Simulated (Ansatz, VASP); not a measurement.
**One calculation of AlN, two programs**

```
Al N
1.0
     3.10892    0.00000    0.00000
    -1.55446    2.69241    0.00000
     0.00000    0.00000    4.97797
Al N
2 2
Cartesian
  0.0000 1.7949 -0.0122
  1.5545 0.8975 2.4768
  0.0000 1.7949 1.8888
  1.5545 0.8975 4.3778
```

Alike in both runs: functional PBE; dispersion D3(BJ); k mesh 9 × 9 × 6; occupations gaussian, width 0.02 eV; no spin polarisation.

Ansatz relaxed the structure, and its values are those at the end. VASP's run is a single point on that final structure, the one shown.

|  | VASP | Ansatz |
| --- | --- | --- |
| version | VASP 6.6.1 | Ansatz 0.2.0 |
| potentials or method | VASP PAW PBE potentials, release 64 (Al, N), cutoff 600 eV | scalar-relativistic, plane waves, PAW |
| valence electrons in the cell | 16 | 16 |

```tsv
	VASP	Ansatz	Ansatz less VASP
gap on the k mesh at the Fermi level (eV)	4.23	4.22	-0.010
least direct gap on the mesh (eV)	4.23	4.22	-0.010
pressure (GPa)	-0.3	0.0	+0.29
```
